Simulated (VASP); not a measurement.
A run of VASP 6.6.1:

The input INCAR:

```
PREC = Accurate ; ENCUT = 600
EDIFF = 1E-6 ; ISMEAR = 0
SIGMA = 0.1 ; LREAL = False
LASPH = True ; NELM = 60
ALGO = Fast ; ISIF = 3
LWAVE = False ; LCHARG = False
GGA = PE ; IBRION = 2
NSW = 100 ; EDIFFG = -0.01
```

KPOINTS

```
Automatic mesh
0
Gamma
  12 12 4
```

File POSCAR:

```
In3O2
1.0
    3.5881354844      0.0000000000      0.0000000000
   -1.7940677422      3.1074164817      0.0000000000
    0.0000000000      0.0000000000     10.0243032599
In O
3 2
Direct
    0.0000000000      0.0000000000      0.6525307544
    0.0000000000      0.0000000000      0.3474692456
    0.6666666667      0.3333333333      0.0000000000
    0.6666666667      0.3333333333      0.5000000000
    0.3333333333      0.6666666667      0.0000000000
```

Potentials or basis: VASP PAW PBE potentials, release 64 (In_d, O).

Command:

```console
$ cat potpaw_PBE.64/In_d/POTCAR potpaw_PBE.64/O/POTCAR > POTCAR
$ mpirun -np 1 vasp_std > vasp.out
```

Hardware: 1 thread of Oxide Virtual Turin-like Processor (shared host).

Estimate the wall time of this run.

It took 30 min on 1 thread of Oxide Virtual Turin-like Processor, on a shared host, peak memory 0.36 GiB. Counts: scf iterations 112, k points 57, ion steps 11.
